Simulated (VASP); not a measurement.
The system is GaCo.

```
Ga Co
1.0
     2.87800    0.00000    0.00000
     0.00000    2.87800    0.00000
     0.00000    0.00000    2.87800
Ga Co
1 1
Direct
  0.50000 0.50000 0.50000
  0.00000 0.00000 0.00000
```

* Program: VASP 6.6.1
* Task: relaxation of cell and atoms
* Functional: revPBE
* Potentials or basis: VASP PAW PBE potentials, release 64 (Ga_d, Co)
* Cutoff: 600 eV
* k mesh: 9 × 9 × 9
* Occupations: methfessel-paxton, width 0.2 eV
* Spin: collinear spin, ferromagnetic start
* Starting moments: [0.0, 0.43] μB
* Hubbard terms: Co d U = 3.5 eV

At the start: pressure 5.7 GPa; volume 11.92 Å³/atom.

Task: How do energy, volume and symmetry change on relaxing?

Result: Over 7 steps the energy falls by 27.9 meV/atom and the volume is 13.73 Å³/atom (+15.2 %); space group Pm-3m (No. 221, to 0.05 Å); moment 1.48 μB per cell.

The path:
```tsv
step	energy change (eV)	largest force (eV/Å)	pressure (GPa)	volume (Å³)
1	0.0000	0.0000	5.73	23.84
2	-0.0412	0.0000	4.13	25.34
3	-0.0116	0.0000	-3.45	30.22
4	-0.0549	0.0000	-0.93	27.72
5	-0.0548	0.0000	0.71	27.08
6	-0.0557	0.0000	0.22	27.35
7	-0.0557	0.0000	-0.06	27.45
```

Final structure:
```
Ga Co
1.0
     3.01670    0.00000    0.00000
     0.00000    3.01670    0.00000
     0.00000    0.00000    3.01670
Ga Co
1 1
Direct
  0.50000 0.50000 0.50000
  0.00000 0.00000 0.00000
```

Caveat: the volume moved by over 15 % at a fixed basis, so the end points are rough; the PAW data sets were made with another functional, which shifts forces and pressure a little; the volume moved by +15 % from the deposited cell, more than functionals usually miss; the U is typed as a test and isn't derived for this compound.
